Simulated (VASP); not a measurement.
Runs of VASP 6.6.1 on AlN. The structure is that of space group P6_3/mmc (No. 194), or close to it. The cells are those of the table. 

| cell | gap on the mesh (eV) | pressure (GPa) |
| --- | --- | --- |
| a = 3.401, b = 3.401, c = 4.347 Å, angles 90.0, 90.0, 120.0°, 4 atoms | 2.48 | -18.4 |
| a = 3.282, b = 3.282, c = 3.933 Å, angles 90.0, 90.0, 120.0°, 4 atoms | 3.88 | 15.2 |
| a = 3.222, b = 3.222, c = 4.057 Å, angles 90.0, 90.0, 120.0°, 4 atoms | (b) | 17.2 |
| a = 3.242, b = 3.242, c = 4.016 Å, angles 90.0, 90.0, 120.0°, 4 atoms | 3.85 | 16.2 |
| a = 3.202, b = 3.202, c = 4.181 Å, angles 90.0, 90.0, 120.0°, 4 atoms | (a) | 14.0 |

Alike in all rows: task single point; level PBEsol; potentials or basis VASP PAW PBE potentials, release 64 (Al, N); no spin polarisation; k mesh 9 × 9 × 6; cutoff (eV) 520; smearing gaussian 0.05 eV.

Fill in the values left out.

(a) 3.64; (b) 3.83.

Caveats: the PAW data sets were made with another functional, which shifts forces and pressure a little; the cell stands under pressure (at least some runs); an odd mesh through Γ misses points on the zone boundary, where band edges can lie (at least some runs); the cell stands under tension (at least some runs).
